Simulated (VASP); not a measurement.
# AlH2 (P4_2/m) in VASP: further runs

AlH2 is run at these levels: PBE; tasks: single point.

Program: VASP 6.6.1. These are calculated values, not measurements. Logs are shortened: lines on timing, memory, paths and dates and some standing lists are left out, and cuts for length are marked.

## (1) The cell of the first run

It takes space group P4_2/m (No. 84, tetragonal). Conventional cell: a = 4.873 Å, b = 4.873 Å, c = 7.797 Å, α = 90.00°, β = 90.00°, γ = 90.00°. Al (site symmetry -4) has 4 H at 1.69 Å within 2.2 Å. Within 1.6 Å of Al (site symmetry m) lie 4 H at 1.17 to 1.49 Å. Within 1.6 Å of H (site symmetry 1) lie 1 Al at 1.17 Å and 1 H at 1.27 Å. Within 1.8 Å of H (site symmetry 2/m) lie 2 Al at 1.38 Å and 4 H at 1.74 Å. H (site symmetry 2/m) has 2 Al at 1.49 Å within 2.0 Å.

## (2) Single point, PBE

Input file INCAR:

```
PREC = Accurate ; ENCUT = 520
EDIFF = 1E-6 ; ISMEAR = 0
SIGMA = 0.1 ; LREAL = Auto
LASPH = True ; NELM = 60
ALGO = Normal ; ISIF = 2
LWAVE = False ; LCHARG = False
GGA = PE ; NBANDS = 30
```

Input file KPOINTS:

```
Automatic mesh
0
Gamma
  4 4 2
```

Input file POSCAR:

```
AlH2
1.0
    4.8728634600      0.0000000000      0.0000000000
    0.0000000000      4.8728634600      0.0000000000
    0.0000000000      0.0000000000      7.7974227500
Al H
6 12
Direct
    0.0000000000      0.0000000000      0.2500000000
    0.0000000000      0.0000000000      0.7500000000
    0.6566823100      0.2368163300      0.5000000000
    0.3433176900      0.7631836700      0.5000000000
    0.7631836700      0.6566823100      0.0000000000
    0.2368163300      0.3433176900      0.0000000000
    0.8139440600      0.1113994800      0.4187570000
    0.1860559400      0.8886005200      0.4187570000
    0.8886005200      0.8139440600      0.0812430000
    0.1113994800      0.1860559400      0.0812430000
    0.8139440600      0.1113994800      0.5812430000
    0.1860559400      0.8886005200      0.5812430000
    0.8886005200      0.8139440600      0.9187570000
    0.1113994800      0.1860559400      0.9187570000
    0.5000000000      0.0000000000      0.5000000000
    0.5000000000      0.5000000000      0.5000000000
    0.5000000000      0.5000000000      0.0000000000
    0.0000000000      0.5000000000      0.0000000000
```

Potentials or basis: VASP PAW PBE potentials, release 64 (Al, H).

The run is started by

```console
$ cat potpaw_PBE.64/Al/POTCAR potpaw_PBE.64/H/POTCAR > POTCAR
$ mpirun -np 1 vasp_std > vasp.out
```

OUTCAR:

```text
PREC = Accurate
   ENCUT = 520
   EDIFF = 1E-6
   ISMEAR = 0
   LREAL = Auto
   LASPH = True
   NELM = 60
   ISIF = 2
   GGA = PE

 ion  position               nearest neighbor table
   1  0.000  0.000  0.250-   7 1.69   8 1.69   9 1.69  10 1.69   3 2.82   4 2.82   5 2.82   6 2.82

   2  0.000  0.000  0.750-  11 1.69  12 1.69  13 1.69  14 1.69   3 2.82   4 2.82   5 2.82   6 2.82

   3  0.657  0.237  0.500-   7 1.17  11 1.17  15 1.38  16 1.49   4 2.77   2 2.82   1 2.82   4 2.99

   4  0.343  0.763  0.500-   8 1.17  12 1.17  15 1.38  16 1.49   3 2.77   2 2.82   1 2.82   3 2.99

   5  0.763  0.657  0.000-   9 1.17  13 1.17  18 1.38  17 1.49   6 2.77   2 2.82   1 2.82   6 2.99

   6  0.237  0.343  0.000-  10 1.17  14 1.17  18 1.38  17 1.49   5 2.77   2 2.82   1 2.82   5 2.99

   7  0.814  0.111  0.419-   3 1.17   1 1.69
   8  0.186  0.889  0.419-   4 1.17   1 1.69
   9  0.889  0.814  0.081-   5 1.17   1 1.69
  10  0.111  0.186  0.081-   6 1.17   1 1.69
  11  0.814  0.111  0.581-   3 1.17   2 1.69
  12  0.186  0.889  0.581-   4 1.17   2 1.69
  13  0.889  0.814  0.919-   5 1.17   2 1.69
  14  0.111  0.186  0.919-   6 1.17   2 1.69
  15  0.500  0.000  0.500-   3 1.38   4 1.38
  16  0.500  0.500  0.500-   3 1.49   4 1.49
  17  0.500  0.500  0.000-   5 1.49   6 1.49
  18  0.000  0.500  0.000-   5 1.38   6 1.38

  LATTYP: Found a simple tetragonal cell.
 ALAT       =     4.8728634600
 C/A-ratio  =     1.6001726324

  Lattice vectors:

 A1 = (   4.8728634600,   0.0000000000,   0.0000000000)
 A2 = (   0.0000000000,   4.8728634600,   0.0000000000)
 A3 = (   0.0000000000,   0.0000000000,   7.7974227500)

Analysis of symmetry for initial positions (statically):
=====================================================================
 Subroutine PRICEL returns:
 Original cell was already a primitive cell.

 Routine SETGRP: Setting up the symmetry group for a
 simple tetragonal supercell.

 Subroutine GETGRP returns: Found  8 space group operations
 (whereof  4 operations were pure point group operations)
 out of a pool of 16 trial point group operations.

The static configuration has the point symmetry C_2h.
 The point group associated with its full space group is C_4h.

Analysis of symmetry for dynamics (positions and initial velocities):
=====================================================================
 Subroutine PRICEL returns:
 Original cell was already a primitive cell.

 Routine SETGRP: Setting up the symmetry group for a
 simple tetragonal supercell.

 Subroutine GETGRP returns: Found  8 space group operations
 (whereof  4 operations were pure point group operations)
 out of a pool of 16 trial point group operations.

The dynamic configuration has the point symmetry C_2h.
 The point group associated with its full space group is C_4h.

 Subroutine INISYM returns: Found  8 space group operations
 (whereof  4 operations are pure point group operations),
 and found     1 'primitive' translations

----------------------------------------------------------------------------------------

                                     Primitive cell

  volume of cell :     185.1482

  direct lattice vectors                    reciprocal lattice vectors
     4.872863460  0.000000000  0.000000000     0.205218145  0.000000000  0.000000000
     0.000000000  4.872863460  0.000000000     0.000000000  0.205218145  0.000000000
     0.000000000  0.000000000  7.797422750     0.000000000  0.000000000  0.128247503

  length of vectors
     4.872863460  4.872863460  7.797422750     0.205218145  0.205218145  0.128247503

  position of ions in fractional coordinates (direct lattice)
     0.000000000  0.000000000  0.250000000
     0.000000000  0.000000000  0.750000000
     0.656682310  0.236816330  0.500000000
     0.343317690  0.763183670  0.500000000
     0.763183670  0.656682310  0.000000000
     0.236816330  0.343317690  0.000000000
[... 10 lines left out ...]
     0.500000000  0.500000000  0.000000000
     0.000000000  0.500000000  0.000000000

  ion indices of the primitive-cell ions
   primitive index   ion index
                 1           1
                 2           2
                 3           3
                 4           4
                 5           5
                 6           6
[... 10 lines left out ...]
                17          17
                18          18

----------------------------------------------------------------------------------------

 KPOINTS: Automatic mesh

Automatic generation of k-mesh.
 Grid dimensions read from file:
 generate k-points for:    4    4    2

 Generating k-lattice:

  Cartesian coordinates                     Fractional coordinates (reciprocal lattice)
     0.051304536  0.000000000  0.000000000     0.250000000  0.000000000  0.000000000
     0.000000000  0.051304536  0.000000000     0.000000000  0.250000000  0.000000000
     0.000000000  0.000000000  0.064123752     0.000000000  0.000000000  0.500000000

  Length of vectors
     0.051304536  0.051304536  0.064123752

  Shift w.r.t. Gamma in fractional coordinates (k-lattice)
     0.000000000  0.000000000  0.000000000

 Subroutine IBZKPT returns following result:
 ===========================================

 Found     12 irreducible k-points:

 Following reciprocal coordinates:
            Coordinates               Weight
  0.000000  0.000000  0.000000      1.000000
  0.250000  0.000000  0.000000      4.000000
  0.500000  0.000000  0.000000      2.000000
  0.250000  0.250000  0.000000      4.000000
  0.500000  0.250000  0.000000      4.000000
  0.500000  0.500000  0.000000      1.000000
  0.000000  0.000000  0.500000      1.000000
  0.250000  0.000000  0.500000      4.000000
  0.500000  0.000000  0.500000      2.000000
  0.250000  0.250000  0.500000      4.000000
  0.500000  0.250000  0.500000      4.000000
  0.500000  0.500000  0.500000      1.000000
   k-points           NKPTS =     12   k-points in BZ     NKDIM =     12   number of bands    NBANDS=     30
   number of dos      NEDOS =    301   number of ions     NIONS =     18
   total plane-waves  NPLWV =  77760
   dimension x,y,z NGX =    36 NGY =   36 NGZ =   60
   dimension x,y,z NGXF=    72 NGYF=   72 NGZF=  120
   ions per type =               6  12
   NGX,Y,Z   is equivalent  to a cutoff of  12.28, 12.28, 12.79 a.u.
   NGXF,Y,Z  is equivalent  to a cutoff of  24.56, 24.56, 25.58 a.u.
 SYSTEM =  unknown system
   PREC   = accura    normal or accurate (medium, high low for compatibility)
   ISTART =      0    job   : 0-new  1-cont  2-samecut
   ICHARG =      2    charge: 1-file 2-atom 10-const
   ISPIN  =      1    spin polarized calculation?
   LNONCOLLINEAR =      F non collinear calculations
   LSORBIT =      F    spin-orbit coupling
   LASPH  =      T    aspherical Exc in radial PAW
   ENCUT  =  520.0 eV  38.22 Ry    6.18 a.u.   9.06  9.06 14.50*2*pi/ulx,y,z
   NELM   =     60;   NELMIN=  2; NELMDL= -5     # of ELM steps
   EDIFF  = 0.1E-05   stopping-criterion for ELM
   LREAL  =      T    real-space projection
   EDIFFG = 0.1E-04   stopping-criterion for IOM
   NSW    =      0    number of steps for IOM
   IBRION =     -1    ionic relax: 0-MD 1-quasi-New 2-CG
   NFREE  =      0    steps in history (QN), initial steepest desc. (CG)
   ISIF   =      2    stress and relaxation
   ISYM   =      2    0-nonsym 1-usesym 2-fastsym
   POTIM  = 0.5000    time-step for ionic-motion
   TEBEG  =    0.0;   TEEND  =   0.0 temperature during run
   PSTRESS=    0.0 pullay stress
   NELECT =      30.0000    total number of electrons
   NUPDOWN=      -1.0000    fix difference up-down
   EMIN   =  10.00;   EMAX   =-10.00  energy-range for DOS
   EFERMI =   0.00;   METHOD = LEGACY
   ISMEAR =     0;   SIGMA  =   0.10  broadening in eV -4-tet -1-fermi 0-gaus
   EFERMI_NEDOS =   21; number of points for ismear=-14 and -15
   IALGO  =     38    algorithm
   IMIX   =      4    mixing-type and parameters
     AMIX     =   0.40;   BMIX     =  1.00
     AMIX_MAG =   1.60;   BMIX_MAG =  1.00
  volume/ion in A,a.u.               =      10.29        69.41
  Fermi-wavevector in a.u.,A,eV,Ry     =   0.892501  1.686582 10.837831  0.796558
  Thomas-Fermi vector in A             =   2.014458
   LORBIT       =      0    0 simple, 1 ext, 2 COOP (PROOUT), +10 PAW based schemes
   GGA     = PE    functional components
   LHFCALC =     F    Hartree Fock is set to
   AEXX    =    0.0000 exact exchange contribution
   IVDW    =     0    specifies the selected vdW correction
   LEPSILON=     F    determine dielectric tensor
   LRPA    =     F    only Hartree local field effects (RPA)
 non-spin polarized calculation
 Gauss-broadening in eV      SIGMA  =   0.10
  energy-cutoff  :      520.00
  volume of cell :      185.15
 maximum number of plane-waves:      5008
   NGX = 19   NGY = 19   NGZ = 29

 number of electron      29.9999995 magnetization

 Free energy of the ion-electron system (eV)
  ---------------------------------------------------
  ext. energy  EPLUGINS =         0.00000000
  ---------------------------------------------------
  free energy    TOTEN  =       -27.67477202 eV

  energy without entropy =      -27.63973047  energy(sigma->0) =      -27.65725125

 E-fermi :   4.2393     XC(G=0):  -8.4527

 val. band max:        4.2352683251   @ k =   0.5000   0.2500   0.0000
 cond. band min:       4.2634245395   @ k =   0.5000   0.5000   0.0000
 fundamental gap:      0.0281562144
 Fermi energy:         4.2393256600

 k-point     1 :       0.0000    0.0000    0.0000
  band No.  band energies     occupation
      1      -9.3650      2.00000
      2      -8.6883      2.00000
      3      -5.7590      2.00000
      4      -5.7590      2.00000
      5      -4.3605      2.00000
      6      -4.3576      2.00000
[... 19 lines left out ...]
     26       7.8980      0.00000
     27       8.2840      0.00000
[... 301 lines left out ...]
 k-point    12 :       0.5000    0.5000    0.5000
  band No.  band energies     occupation
      1      -7.8450      2.00000
      2      -7.8450      2.00000
      3      -7.6217      2.00000
      4      -7.6217      2.00000
      5      -4.4989      2.00000
      6      -4.4989      2.00000
[... 19 lines left out ...]
     26       9.2997      0.00000
     27       9.8204      0.00000
 [bands above 27 left out]

------------------------ aborting loop because EDIFF is reached ----------------------------------------

  FORCE on cell =-STRESS in cart. coord.  units (eV):
  Direction    XX          YY          ZZ          XY          YZ          ZX
  --------------------------------------------------------------------------------------
  -------------------------------------------------------------------------------------
  Total       65.3166491     65.3166491     42.1841468     -0.0000001      0.0000000      0.0000000
  in kB      565.2166059    565.2166059    365.0398572     -0.0000012      0.0000000      0.0000000
  external PRESSURE =     498.4910230 kB  Pullay stress =       0.0000000 kB

 VOLUME and BASIS-vectors are now :
 -----------------------------------------------------------------------------
  energy-cutoff  :      520.00
  volume of cell :      185.15
      direct lattice vectors                 reciprocal lattice vectors
     4.872863460  0.000000000  0.000000000     0.205218145  0.000000000  0.000000000
     0.000000000  4.872863460  0.000000000     0.000000000  0.205218145  0.000000000
     0.000000000  0.000000000  7.797422750     0.000000000  0.000000000  0.128247503

 POSITION                                       TOTAL-FORCE (eV/Angst)
 -----------------------------------------------------------------------------------
      0.00000      0.00000      1.94936         0.000000      0.000000      0.000000
      0.00000      0.00000      5.84807         0.000000      0.000000      0.000000
      3.19992      1.15397      3.89871       -12.998011     14.802894      0.000000
      1.67294      3.71889      3.89871        12.998011    -14.802894      0.000000
      3.71889      3.19992      0.00000       -14.802894    -12.998011      0.000000
      1.15397      1.67294      0.00000        14.802894     12.998011      0.000000
[... 10 lines left out ...]
      2.43643      2.43643      0.00000         0.000000      0.000000      0.000000
      0.00000      2.43643      0.00000         0.000000      0.000000      0.000000
 -----------------------------------------------------------------------------------
    total drift:                               -0.000000     -0.000000      0.000000

  FREE ENERGIE OF THE ION-ELECTRON SYSTEM (eV)
  ---------------------------------------------------
  free  energy   TOTEN  =       -27.6747720200 eV

  energy  without entropy=      -27.6397304736  energy(sigma->0) =      -27.65725125
```

It took 59 s on 1 thread of AMD EPYC 9R14 (Zen 4), shared host; peak memory 0.25 GiB.

What came out:

```yaml
Free_energy: -27.6748 eV
Pressure: 49.8 GPa
Largest_force: 19.700 eV/Å
Band_gap_on_the_k_mesh: zero (band 15 reaches 4.61 eV, above the bottom of band 16 at 4.03 eV)
```

Forces on the atoms (eV/Å):
```
Al    0.000   0.000   0.000
Al    0.000   0.000   0.000
Al  -12.998  14.803   0.000
Al   12.998 -14.803   0.000
Al  -14.803 -12.998   0.000
Al   14.803  12.998   0.000
H     8.840  -7.034  -8.184
H    -8.840   7.034  -8.184
H     7.034   8.840   8.184
H    -7.034  -8.840   8.184
H     8.840  -7.034   8.184
H    -8.840   7.034   8.184
H     7.034   8.840  -8.184
H    -7.034  -8.840  -8.184
H     0.000   0.000   0.000
H     0.000   0.000   0.000
H     0.000   0.000   0.000
H     0.000   0.000   0.000
```

Stress tensor (GPa, compression positive):
```
56.52  0.00  0.00
 0.00 56.52  0.00
 0.00  0.00 36.50
```

Caveat: the k points lie up to 0.40 Å⁻¹ apart; forces of over 1 eV/Å act on the atoms, so gaps and moduli don't describe the material at rest.

## (3) Single point, PBE

This run uses another cell than the first one, of 12.10 Å³/atom, 1.177 times its volume.

Input file INCAR:

```
SYSTEM = AlH2
PREC = Accurate
ENCUT = 520
EDIFF = 1E-6
ISMEAR = 0
SIGMA = 0.1
LREAL = Auto
LASPH = .True.
NELM = 80
ALGO = Normal
ISIF = 2
LWAVE = .False.
LCHARG = .False.
GGA = PE
NBANDS = 30
```

Input file KPOINTS:

```
Automatic mesh
0
Gamma
  4 4 2
  0 0 0
```

Input file POSCAR:

```
AlH2
1.0
    4.3495387150      0.0000000000      0.0000000000
    0.0000000000      4.3495387150      0.0000000000
    0.0000000000      0.0000000000     11.5153952294
Al H
6 12
Direct
    0.0000000000      0.0000000000      0.2500000000
    0.0000000000      0.0000000000      0.7500000000
    0.8086133443      0.2464746373      0.5000000000
    0.1913866557      0.7535253627      0.5000000000
    0.7535253627      0.8086133443      0.0000000000
    0.2464746373      0.1913866557      0.0000000000
    0.7692480405      0.2179646391      0.3294076077
    0.2307519595      0.7820353609      0.3294076077
    0.7820353609      0.7692480405      0.1705923923
    0.2179646391      0.2307519595      0.1705923923
    0.7692480405      0.2179646391      0.6705923923
    0.2307519595      0.7820353609      0.6705923923
    0.7820353609      0.7692480405      0.8294076077
    0.2179646391      0.2307519595      0.8294076077
    0.5000000000      0.0000000000      0.5000000000
    0.5000000000      0.5000000000      0.5000000000
    0.5000000000      0.5000000000      0.0000000000
    0.0000000000      0.5000000000      0.0000000000
```

Potentials or basis: VASP PAW PBE potentials, release 64 (Al, H).

The run is started by

```console
$ cat potpaw_PBE.64/Al/POTCAR potpaw_PBE.64/H/POTCAR > POTCAR
$ mpirun -np 1 vasp_std > vasp.out
```

Wall time 64 s (1 thread of AMD EPYC 9R14 (Zen 4), shared host); peak memory 0.26 GiB.

Results (log left out):

* Free energy: -59.9522 eV
* Pressure: -0.2 GPa
* Largest force: 0.027 eV/Å
* Band gap on the k mesh: zero (band 15 reaches 3.88 eV, above the bottom of band 16 at 0.72 eV)

Forces in eV/Å, atoms in the order of the input:
```
Al   0.000  0.000  0.000
Al   0.000  0.000  0.000
Al   0.002  0.007  0.000
Al  -0.002 -0.007  0.000
Al  -0.007  0.002  0.000
Al   0.007 -0.002  0.000
H    0.014 -0.006 -0.023
H   -0.014  0.006 -0.023
H    0.006  0.014  0.023
H   -0.006 -0.014  0.023
H    0.014 -0.006  0.023
H   -0.014  0.006  0.023
H    0.006  0.014 -0.023
H   -0.006 -0.014 -0.023
H    0.000  0.000  0.000
H    0.000  0.000  0.000
H    0.000  0.000  0.000
H    0.000  0.000  0.000
```

Levels at points of the mesh, in eV from the Fermi level:
```tsv
k point	band 12	band 13	band 14	band 15	band 16	band 17	band 18	band 19
(0.00, 0.00, 0.00)	-3.30	-2.02	-1.11	1.22	1.22	1.39	2.73	2.73
(0.50, 0.00, 0.00)	-2.82	-2.39	-0.33	-0.31	0.69	1.84	1.99	2.14
(0.50, 0.50, 0.00)	-4.66	-2.32	-2.18	-2.18	-1.29	1.17	1.46	1.46
(0.00, 0.00, 0.50)	-3.34	-1.71	-1.71	1.31	1.31	2.42	2.42	2.46
(0.50, 0.00, 0.50)	-2.82	-2.62	-0.38	-0.33	0.69	1.99	2.07	2.20
(0.50, 0.50, 0.50)	-4.58	-2.26	-2.26	-1.84	-1.84	1.91	1.91	1.97
```

Caveat: the k points lie up to 0.36 Å⁻¹ apart.
